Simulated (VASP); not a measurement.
# La3Hf: single point with PBE+D4

The system is La3Hf.

```
La Hf
1.0
     5.04513    0.00000    0.00000
     0.00000    5.04513    0.00000
     0.00000    0.00000    5.04513
La Hf
3 1
Direct
  0.00000 0.50000 0.50000
  0.50000 0.00000 0.50000
  0.50000 0.50000 0.00000
  0.00000 0.00000 0.00000
```

| Quantity | Value |
| --- | --- |
| Program | VASP 6.6.1 |
| Task | single point |
| Functional | PBE |
| Dispersion | D4 |
| Potentials or basis | VASP PAW PBE potentials, release 64 (La, Hf_pv) |
| Cutoff | 520 eV |
| k mesh | 6 × 6 × 6 |
| Occupations | fermi-dirac, width 0.05 eV |
| Spin | no spin polarisation |

| Quantity | Value |
| --- | --- |
| Pressure | -1.3 GPa |
| Dispersion energy per atom | -0.278 eV |

Levels at points of the mesh, in eV from the Fermi level:
```
           k point  band 18  band 19  band 20  band 21  band 22  band 23  band 24  band 25  band 26  band 27
(0.00, 0.00, 0.00)    -2.07    -2.07    -1.62    -1.62    -1.62     1.39     1.39     1.39     1.68     1.86
(0.50, 0.00, 0.00)    -1.14    -0.80    -0.69    -0.50     0.06     0.06     0.40     0.40     0.57     1.39
(0.50, 0.50, 0.00)    -0.56    -0.56    -0.34     0.08     0.15     0.15     0.26     0.26     0.38     0.72
(0.50, 0.50, 0.50)    -1.72    -1.72     0.91     0.91     1.10     1.10     1.10     1.46     1.47     1.47
```

Wall time 100 s on 1 thread of Intel(R) Xeon(R) Platinum 8375C CPU @ 2.90GHz (Ice Lake), with other jobs on the host, peak memory 0.29 GiB.

Caveat: spin-orbit coupling is left out, which moves the levels of the heavy elements; pairwise dispersion overbinds metals, which lowers pressure and volume.
